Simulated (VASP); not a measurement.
A run of VASP 6.6.1:

The input INCAR:

```
SYSTEM = Nd2ScCl2
PREC = Accurate ; ENCUT = 500
EDIFF = 1E-6 ; ISMEAR = 0
SIGMA = 0.1 ; LREAL = .False.
LASPH = .True. ; NELM = 200
ALGO = Normal ; ISIF = 2
LWAVE = .False. ; LCHARG = .False.
ISPIN = 2 ; MAGMOM = 0 0 1 0 0
LORBIT = 11 ; LMAXMIX = 6
GGA = PE ; NBANDS = 36
GGA_COMPAT = .False.
```

File KPOINTS:

```
regular mesh
0
Gamma
  4 4 2
  0 0 0
```

The input POSCAR:

```
Nd2ScCl2
1.0
    5.9652684536      0.0000000000      0.0000000000
    0.0000000000      5.9652684536      0.0000000000
    0.0000000000      0.0000000000      8.8936224176
Nd Sc Cl
2 1 2
Direct
    0.0000000000      0.5000000000      0.0000000000
    0.5000000000      0.0000000000      0.0000000000
    0.5000000000      0.5000000000      0.0000000000
    0.5000000000      0.5000000000      0.7313864670
    0.5000000000      0.5000000000      0.2686135330
```

Potentials or basis: VASP PAW PBE potentials, release 64 (Nd_3, Sc_sv, Cl), 4f in core.

Run with:

```console
$ cat potpaw_PBE.64/Nd_3/POTCAR potpaw_PBE.64/Sc_sv/POTCAR potpaw_PBE.64/Cl/POTCAR > POTCAR
$ mpirun -np 1 vasp_std > vasp.out
```

Hardware: 1 thread of Intel(R) Xeon(R) Platinum 8259CL CPU @ 2.50GHz (Skylake/Cascade Lake), on a shared host.

**Question.** Estimate the wall time of this run.

**Answer.** Wall time 13 min on 1 thread of Intel(R) Xeon(R) Platinum 8259CL CPU @ 2.50GHz (Skylake/Cascade Lake) (shared host), peak memory 0.65 GiB. Counts: scf iterations 19, k points 12.
